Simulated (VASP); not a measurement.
# InP (F-43m) in VASP: further runs

InP is run at these levels: PBE; tasks: single point.

Everything below comes from runs of VASP 6.6.1. Logs are shortened: lines on timing, memory, paths and dates and some standing lists are left out, and cuts for length are marked.

## 1. The cell of the first run

Symmetry: F-43m, No. 216, cubic system. The conventional cell has a = 5.749 Å, b = 5.749 Å, c = 5.749 Å, α = 90.00°, β = 90.00°, γ = 90.00°. In (site symmetry -43m) has 4 P at 2.49 Å within 3.3 Å. Within 3.3 Å of P (site symmetry -43m) lie 4 In at 2.49 Å.

## 2. Single point, PBE (volume scaled by 0.94, then relaxed in part)

INCAR

```
PREC = Accurate ; ENCUT = 520
EDIFF = 1E-6 ; ISMEAR = -1
SIGMA = 0.02 ; LREAL = False
LASPH = True ; NELM = 100
ALGO = Normal ; ISIF = 2
LWAVE = False ; LCHARG = True
GGA = PE ; LELF = True
LVHAR = True ; NBANDS = 16
```

KPOINTS

```
regular mesh
0
Gamma
  13 13 13
```

POSCAR

```
InP
1.0
    0.0000000000      2.8744484981      2.8744484981
    2.8744484981      0.0000000000      2.8744484981
    2.8744484981      2.8744484981      0.0000000000
In P
1 1
Direct
    0.0000000000      0.0000000000      0.0000000000
    0.2500000000      0.2500000000      0.2500000000
```

Potentials or basis: VASP PAW PBE potentials, release 64 (In_d, P).

Command:

```sh
$ cat potpaw_PBE.64/In_d/POTCAR potpaw_PBE.64/P/POTCAR > POTCAR
$ mpirun -np 1 vasp_std > vasp.out
```

OUTCAR:

```text
PREC = Accurate
   ENCUT = 520
   EDIFF = 1E-6
   ISMEAR = -1
   LREAL = False
   LASPH = True
   NELM = 100
   ISIF = 2
   GGA = PE

 ion  position               nearest neighbor table
   1  0.000  0.000  0.000-   2 2.49   2 2.49   2 2.49   2 2.49
   2  0.250  0.250  0.250-   1 2.49   1 2.49   1 2.49   1 2.49

  LATTYP: Found a face centered cubic cell.
 ALAT       =     5.7488969962

  Lattice vectors:

 A1 = (   0.0000000000,   2.8744484981,   2.8744484981)
 A2 = (   2.8744484981,   0.0000000000,   2.8744484981)
 A3 = (   2.8744484981,   2.8744484981,   0.0000000000)

Analysis of symmetry for initial positions (statically):
=====================================================================
 Subroutine PRICEL returns:
 Original cell was already a primitive cell.

 Routine SETGRP: Setting up the symmetry group for a
 face centered cubic supercell.

 Subroutine GETGRP returns: Found 24 space group operations
 (whereof 24 operations were pure point group operations)
 out of a pool of 48 trial point group operations.

The static configuration has the point symmetry T_d .

Analysis of symmetry for dynamics (positions and initial velocities):
=====================================================================
 Subroutine PRICEL returns:
 Original cell was already a primitive cell.

 Routine SETGRP: Setting up the symmetry group for a
 face centered cubic supercell.

 Subroutine GETGRP returns: Found 24 space group operations
 (whereof 24 operations were pure point group operations)
 out of a pool of 48 trial point group operations.

The dynamic configuration has the point symmetry T_d .

 Subroutine INISYM returns: Found 24 space group operations
 (whereof 24 operations are pure point group operations),
 and found     1 'primitive' translations

----------------------------------------------------------------------------------------

                                     Primitive cell

  volume of cell :      47.5000

  direct lattice vectors                    reciprocal lattice vectors
     0.000000000  2.874448498  2.874448498    -0.173946411  0.173946411  0.173946411
     2.874448498  0.000000000  2.874448498     0.173946411 -0.173946411  0.173946411
     2.874448498  2.874448498  0.000000000     0.173946411  0.173946411 -0.173946411

  length of vectors
     4.065084050  4.065084050  4.065084050     0.301284022  0.301284022  0.301284022
[... 73 lines left out ...]
   ISTART =      0    job   : 0-new  1-cont  2-samecut
   ICHARG =      2    charge: 1-file 2-atom 10-const
   ISPIN  =      1    spin polarized calculation?
   LNONCOLLINEAR =      F non collinear calculations
   LSORBIT =      F    spin-orbit coupling
   LASPH  =      T    aspherical Exc in radial PAW
   ENCUT  =  520.0 eV  38.22 Ry    6.18 a.u.   7.56  7.56  7.56*2*pi/ulx,y,z
   NELM   =    100;   NELMIN=  2; NELMDL= -5     # of ELM steps
   EDIFF  = 0.1E-05   stopping-criterion for ELM
   LREAL  =      F    real-space projection
   EDIFFG = 0.1E-04   stopping-criterion for IOM
   NSW    =      0    number of steps for IOM
   IBRION =     -1    ionic relax: 0-MD 1-quasi-New 2-CG
   NFREE  =      0    steps in history (QN), initial steepest desc. (CG)
   ISIF   =      2    stress and relaxation
   ISYM   =      2    0-nonsym 1-usesym 2-fastsym
   POTIM  = 0.5000    time-step for ionic-motion
   TEBEG  =    0.0;   TEEND  =   0.0 temperature during run
   PSTRESS=    0.0 pullay stress
   NELECT =      18.0000    total number of electrons
   NUPDOWN=      -1.0000    fix difference up-down
   EMIN   =  10.00;   EMAX   =-10.00  energy-range for DOS
   EFERMI =   0.00;   METHOD = LEGACY
   ISMEAR =    -1;   SIGMA  =   0.02  broadening in eV -4-tet -1-fermi 0-gaus
   EFERMI_NEDOS =   21; number of points for ismear=-14 and -15
   IALGO  =     38    algorithm
   IMIX   =      4    mixing-type and parameters
     AMIX     =   0.40;   BMIX     =  1.00
     AMIX_MAG =   1.60;   BMIX_MAG =  1.00
  volume/ion in A,a.u.               =      23.75       160.27
  Fermi-wavevector in a.u.,A,eV,Ry     =   1.184680  2.238721 19.095331  1.403467
  Thomas-Fermi vector in A             =   2.320889
   LORBIT       =      0    0 simple, 1 ext, 2 COOP (PROOUT), +10 PAW based schemes
   GGA     = PE    functional components
   LHFCALC =     F    Hartree Fock is set to
   AEXX    =    0.0000 exact exchange contribution
   IVDW    =     0    specifies the selected vdW correction
   LEPSILON=     F    determine dielectric tensor
   LRPA    =     F    only Hartree local field effects (RPA)
 non-spin polarized calculation
  energy-cutoff  :      520.00
  volume of cell :       47.50
 maximum number of plane-waves:      1307
   NGX = 15   NGY = 15   NGZ = 15

 number of electron      18.0000001 magnetization

 Free energy of the ion-electron system (eV)
  ---------------------------------------------------
  ext. energy  EPLUGINS =         0.00000000
  ---------------------------------------------------
  free energy    TOTEN  =        -8.28287805 eV

  energy without entropy =       -8.28287805  energy(sigma->0) =       -8.28287805

 E-fermi :   6.2133     XC(G=0):  -9.5435

 val. band max:        5.8446655573   @ k =   0.0000   0.0000   0.0000
 cond. band min:       6.8711746767   @ k =   0.0000   0.0000   0.0000
 fundamental gap:      1.0265091194
 Fermi energy:         6.2133128103

 k-point     1 :       0.0000    0.0000    0.0000
  band No.  band energies     occupation
      1      -8.4712      2.00000
      2      -8.4712      2.00000
      3      -8.4712      2.00000
      4      -8.2876      2.00000
      5      -8.2876      2.00000
      6      -6.0869      2.00000
[... 433 lines left out ...]
      3      -8.4055      2.00000
      4      -8.2946      2.00000
      5      -8.2661      2.00000
      6      -4.2072      2.00000
[... 8 lines left out ...]
     15      16.7564      0.00000
     16      16.7958      0.00000

 [... further k-points ...]
[... 5 lines left out ...]
  --------------------------------------------------------------------------------------
  -------------------------------------------------------------------------------------
  Total        2.4217719      2.4217719      2.4217719      0.0000000      0.0000000      0.0000000
  in kB       81.6864898     81.6864898     81.6864898      0.0000000      0.0000000      0.0000000
  external PRESSURE =      81.6864898 kB  Pullay stress =       0.0000000 kB

 VOLUME and BASIS-vectors are now :
 -----------------------------------------------------------------------------
  energy-cutoff  :      520.00
  volume of cell :       47.50
      direct lattice vectors                 reciprocal lattice vectors
     0.000000000  2.874448498  2.874448498    -0.173946411  0.173946411  0.173946411
     2.874448498  0.000000000  2.874448498     0.173946411 -0.173946411  0.173946411
     2.874448498  2.874448498  0.000000000     0.173946411  0.173946411 -0.173946411

 POSITION                                       TOTAL-FORCE (eV/Angst)
 -----------------------------------------------------------------------------------
      0.00000      0.00000      0.00000         0.000000     -0.000000     -0.000000
      1.43722      1.43722      1.43722        -0.000000      0.000000      0.000000
 -----------------------------------------------------------------------------------
    total drift:                               -0.000000     -0.000000     -0.000000

  FREE ENERGIE OF THE ION-ELECTRON SYSTEM (eV)
  ---------------------------------------------------
  free  energy   TOTEN  =        -8.2828780461 eV

  energy  without entropy=       -8.2828780461  energy(sigma->0) =       -8.28287805
```

OSZICAR:

```text
N       E                     dE             d eps       ncg     rms          rms(c)
DAV:   1     0.112256954807E+03    0.11226E+03   -0.85289E+03  2720   0.129E+03
DAV:   2    -0.109308964958E+01   -0.11335E+03   -0.10851E+03  2976   0.304E+02
DAV:   3    -0.853224778986E+01   -0.74392E+01   -0.74026E+01  3544   0.762E+01
DAV:   4    -0.872281247298E+01   -0.19056E+00   -0.19051E+00  3296   0.129E+01
DAV:   5    -0.873233483240E+01   -0.95224E-02   -0.95222E-02  4128   0.250E+00    0.626E+00
DAV:   6    -0.831836837281E+01    0.41397E+00   -0.62368E-01  4320   0.138E+01    0.376E+00
DAV:   7    -0.828203729225E+01    0.36331E-01   -0.18084E-01  3952   0.364E+00    0.132E+00
DAV:   8    -0.828207441294E+01   -0.37121E-04   -0.18266E-02  3400   0.163E+00    0.421E-01
DAV:   9    -0.828264996998E+01   -0.57556E-03   -0.13707E-03  3384   0.369E-01    0.188E-01
DAV:  10    -0.828280681004E+01   -0.15684E-03   -0.30354E-04  4072   0.274E-01    0.117E-01
DAV:  11    -0.828287870306E+01   -0.71893E-04   -0.13647E-04  3176   0.116E-01    0.519E-02
DAV:  12    -0.828287804612E+01    0.65694E-06   -0.96144E-06  3184   0.282E-02
   1 F= -.82828780E+01 E0= -.82828780E+01  d E =-.120468E-10
```

Run time: 55 s. Hardware: 1 thread of Intel Xeon Platinum 8259CL at 2.50GHz (Skylake/Cascade Lake), shared host; peak memory 0.2 GiB.

What came out:

| Item | Value |
| --- | --- |
| Free energy | -8.2829 eV |
| Pressure | 8.2 GPa |
| Band gap on the k mesh | 1.03 eV, direct |

Caveat: spin-orbit coupling is left out, which moves the levels of the heavy elements.

## 3. Single point, PBE (volume scaled by 0.96, then relaxed in part)

INCAR

```
SYSTEM = InP
  ALGO = Normal
  EDIFF = 1E-7
  ENCUT = 520
  GGA = PE
  ISIF = 2
  ISMEAR = -1
  LASPH = .True.
  LCHARG = .False.
  LREAL = .False.
  LWAVE = .False.
  NBANDS = 16
  NELM = 80
  PREC = Accurate
  SIGMA = 0.02
```

KPOINTS

```
k-points
0
Gamma
  13 13 13
  0 0 0
```

POSCAR

```
InP
1.0
    0.0000000000      2.8946917601      2.8946917601
    2.8946917601      0.0000000000      2.8946917601
    2.8946917601      2.8946917601      0.0000000000
In P
1 1
Direct
    0.0000000000      0.0000000000      0.0000000000
    0.2500000000      0.2500000000      0.2500000000
```

Potentials or basis: VASP PAW PBE potentials, release 64 (In_d, P).

Command:

```sh
$ cat potpaw_PBE.64/In_d/POTCAR potpaw_PBE.64/P/POTCAR > POTCAR
$ mpirun -np 1 vasp_std > vasp.out
```

Wall time 56 s (1 thread of Intel Xeon Platinum 8259CL at 2.50GHz (Skylake/Cascade Lake), shared host); peak memory 0.21 GiB.

It converged, with:

```
Free energy            : -8.3286 eV
Pressure               : 6.3 GPa
Band gap on the k mesh : 0.91 eV, direct
```

Levels at points of the mesh, in eV from the valence-band top:
```csv
k point,band 6,band 7,band 8,band 9,band 10,band 11,band 12,band 13
"(0.00, 0.00, 0.00)",-11.78,0.00,0.00,0.00,0.91,4.09,4.09,4.09
```

Caveat: spin-orbit coupling is left out, which moves the levels of the heavy elements.

## 4. Single point, PBE (volume scaled by 0.98, then relaxed in part)

INCAR

```
PREC = Accurate
ENCUT = 520
EDIFF = 1E-6
ISMEAR = -1
SIGMA = 0.02
LREAL = F
LASPH = T
NELM = 80
ALGO = Normal
ISIF = 2
LWAVE = F
LCHARG = T
GGA = PE
LELF = T
LVHAR = T
NBANDS = 16
```

KPOINTS

```
Automatic mesh
0
Gamma
  13 13 13
```

POSCAR

```
InP
1.0
    0.0000000000      2.9146557824      2.9146557824
    2.9146557824      0.0000000000      2.9146557824
    2.9146557824      2.9146557824      0.0000000000
In P
1 1
Direct
    0.0000000000      0.0000000000      0.0000000000
    0.2500000000      0.2500000000      0.2500000000
```

Command:

```sh
$ cat potpaw_PBE.64/In_d/POTCAR potpaw_PBE.64/P/POTCAR > POTCAR
$ mpirun -np 1 vasp_std > vasp.out
```

Wall time 38 s (1 thread of Intel Xeon Platinum 8259CL at 2.50GHz (Skylake/Cascade Lake), shared host); peak memory 0.21 GiB.

The run converged. Its results:

- Free energy: -8.3629 eV
- Pressure: 4.5 GPa
- Band gap on the k mesh: 0.80 eV, direct

Levels at points of the mesh, in eV from the valence-band top:
```tsv
k point	band 7	band 8	band 9	band 10	band 11	band 12
(0.00, 0.00, 0.00)	0.00	0.00	0.00	0.80	4.09	4.09
```

Caveat: spin-orbit coupling is left out, which moves the levels of the heavy elements.

[end of part 1 of 2]
